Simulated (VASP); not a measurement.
A run of VASP 6.6.1 is set up as follows.

POSCAR

```
Ge
1.0
    3.7591112394      0.0000000000      0.0000000000
   -1.8795556197      3.2554858290      0.0000000000
    0.0000000000      0.0000000000      2.3243861302
Ge
3
Direct
    0.0000000000      0.0000000000      0.0000000000
    0.3333333333      0.6666666667      0.5000000000
    0.6666666667      0.3333333333      0.5000000000
```

File INCAR.step1:

```
SYSTEM = Ge
PREC = Accurate ; ENCUT = 520
ISMEAR = 0 ; SIGMA = 0.1
LREAL = .False. ; LASPH = .True.
NELM = 80 ; NBANDS = 28
GGA = PE ; ALGO = Normal
EDIFF = 1E-4 ; LWAVE = .True.
LCHARG = .False.
```

The input INCAR.step2:

```
SYSTEM = Ge
PREC = Accurate ; ENCUT = 520
EDIFF = 1E-7 ; ISMEAR = 0
SIGMA = 0.1 ; LREAL = .False.
LASPH = .True. ; NELM = 80
ALGO = Normal ; ISIF = 2
LWAVE = .False. ; LCHARG = .True.
METAGGA = R2SCAN ; LMIXTAU = .True.
LELF = .True. ; LVHAR = .True.
NBANDS = 28 ; ISTART = 1
```

The input KPOINTS:

```
regular mesh
0
Gamma
  6 6 8
  0 0 0
```

Potentials or basis: VASP PAW PBE potentials, release 64 (Ge_d).

Launch:

```sh
$ cat potpaw_PBE.64/Ge_d/POTCAR > POTCAR
$ cp INCAR.step1 INCAR
$ mpirun -np 1 vasp_std > vasp.out
$ cp INCAR.step2 INCAR
$ mpirun -np 1 vasp_std > vasp.out
```

(1) Predict the pressure.

(2) Estimate the band gap on the k mesh.

## Answers

(1) 226.6 GPa.

(2) zero (band 21 reaches 21.77 eV, above the bottom of band 22 at 11.66 eV).

Caveat: the PAW data sets were made with another functional, which shifts forces and pressure a little.
